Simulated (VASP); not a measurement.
Crystal: Ta.

```xyz
1
Lattice="2.6838 0.0000 0.0000 0.0000 2.6838 0.0000 0.0000 0.0000 2.6838" Properties=species:S:1:pos:R:3 pbc="T T T"
Ta    0.0000    0.0000    0.0000
```

Base run:

| Item | Value |
| --- | --- |
| Program | VASP 6.6.1 |
| Functional | LDA |
| Potentials or basis | VASP PAW LDA potentials, release 64 (Ta_pv) |
| Cutoff | 520 eV |
| k mesh | 19 × 19 × 19 |
| Occupations | fermi-dirac, width 0.1 eV |
| Spin | no spin polarisation |

Its results: pressure 0.9 GPa.

Q: The run is repeated on the same cell with these changes: k mesh from 19 × 19 × 19 to 13 × 13 × 13. What comes out?

A: Pressure 0.4 GPa.
